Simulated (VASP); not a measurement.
Here is a VASP 6.6.1 calculation.

The input INCAR:

```
ALGO = Normal
EDIFF = 1E-6
ENCUT = 520
GGA = CA
ISIF = 2
ISMEAR = -1
LASPH = T
LCHARG = F
LREAL = F
LWAVE = F
NBANDS = 8
NELM = 100
PREC = Accurate
SIGMA = 0.05
```

Contents of KPOINTS:

```
k-points
0
Gamma
  10 10 10
```

Contents of POSCAR:

```
Sb
1.0
    0.0000000000      2.3228362346      2.3228362346
    2.3228362346      0.0000000000      2.3228362346
    2.3228362346      2.3228362346      0.0000000000
Sb
1
Direct
    0.0000000000      0.0000000000      0.0000000000
```

Potentials or basis: VASP PAW LDA potentials, release 64 (Sb).

Launch:

```sh
$ cat potpaw_LDA.64/Sb/POTCAR > POTCAR
$ mpirun -np 1 vasp_std > vasp.out
```

Question: What does it give for the pressure?

Answer: 1.8 GPa.
